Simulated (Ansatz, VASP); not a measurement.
**Ba in VASP and in Ansatz**

```
Ba
1.0
     6.98978    0.00000    0.00000
    -3.49489    6.05333    0.00000
     0.00000    0.00000    3.86301
Ba
2
Direct
  0.33333 0.66667 0.50000
  0.66667 0.33333 0.50000
```

Alike in both runs: functional r2SCAN; k mesh 4 × 4 × 7; no spin polarisation.

Ansatz relaxed the structure, and its values are those at the end. VASP's run is a single point on that final structure, the one shown.

```csv
,VASP,Ansatz
version,VASP 6.6.1,Ansatz 0.2.0
potentials or method,"VASP PAW PBE potentials, release 64 (Ba_sv), cutoff 520 eV","plane waves, PAW"
occupations,"methfessel-paxton of order 1, width 0.1 eV","cold, width 0.1 eV"
valence electrons in the cell,20,20
```

Ansatz gave:

```
pressure (GPa) : 0.0
```

Task: What did VASP give for the same quantities?

Result: Pressure (GPa): 0.1.

VASP's potentials were made for PBE, not for r2SCAN. Ansatz's warnings: structure snapped to symmetry.

Neither program's run includes spin-orbit coupling.
